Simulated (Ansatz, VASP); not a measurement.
**Two plane-wave programs on GaSb**

Contents of INCAR:

```
SYSTEM = GaSb
ALGO = Normal ; EDIFF = 1E-7
ENCUT = 520 ; GGA = PE
ISIF = 2 ; ISMEAR = 0
LASPH = .True. ; LCHARG = .False.
LREAL = .False. ; LWAVE = .False.
NBANDS = 16 ; NELM = 60
PREC = Accurate ; SIGMA = 0.15
```

KPOINTS

```
k-points
0
Gamma
  16 16 16
  0 0 0
```

Contents of POSCAR:

```
GaSb
1.0
   -1.6647419100      2.7590175194      2.5946538071
    1.6647419100     -2.7590175194      2.5946538071
    1.6647419100      2.7590175194     -2.5946538071
Ga Sb
1 1
Direct
    0.0000000000      0.0000000000      0.0000000000
    0.5000000000      0.5000000000      0.0000000000
```

Input for Ansatz:

```yaml
crystal:
  lattice:
    - [-1.66474191, 2.7590175194, 2.5946538071]
    - [1.66474191, -2.7590175194, 2.5946538071]
    - [1.66474191, 2.7590175194, -2.5946538071]
  atoms:
    - { symbol: Ga, position: [0.0, 0.0, 0.0] }
    - { symbol: Sb, position: [0.5, 0.5, 0.0] }
basis:
  ecutwfc: 420
kpoints:
  mp_grid: { grid: [16, 16, 16] }
hamiltonian:
  xc: pbe
  pseudopotentials: { kind: paw, azcp: { folder: soft_1 } }
scf:
  occupations: { method: gaussian, width: 0.15 }
output:
  forces: true
  stress: true
  eigenvalues: true
```

Change from the starting cell: strain +e along x and -e along y -0.0133, strain +e along z and -e/2 along x and y -0.1000.

Alike in both runs: task single point; functional PBE; k mesh 16 × 16 × 16; occupations gaussian, width 0.15 eV; no spin polarisation.

|  | VASP | Ansatz |
| --- | --- | --- |
| version | VASP 6.6.1 | Ansatz 0.2.0 |
| potentials or method | VASP PAW PBE potentials, release 64 (Ga_d, Sb), cutoff 520 eV | scalar-relativistic, plane waves, PAW |
| valence electrons in the cell | 18 | 28 |

|  | VASP | Ansatz | Ansatz less VASP |
| --- | --- | --- | --- |
| gap on the k mesh at the Fermi level (eV) | none | none | - |
| pressure (GPa) | 3.9 | 3.8 | -0.03 |
| traceless stress, the component that is largest in VASP (GPa) | 15.75 | 15.62 | -0.126 |

A gap of «none» marks a metal or a gap that the smearing closes. VASP's potentials hold 18 valence electrons a cell and Ansatz's 28, so a difference there can come from the potentials and not from the codes.

Spin-orbit coupling is off throughout.
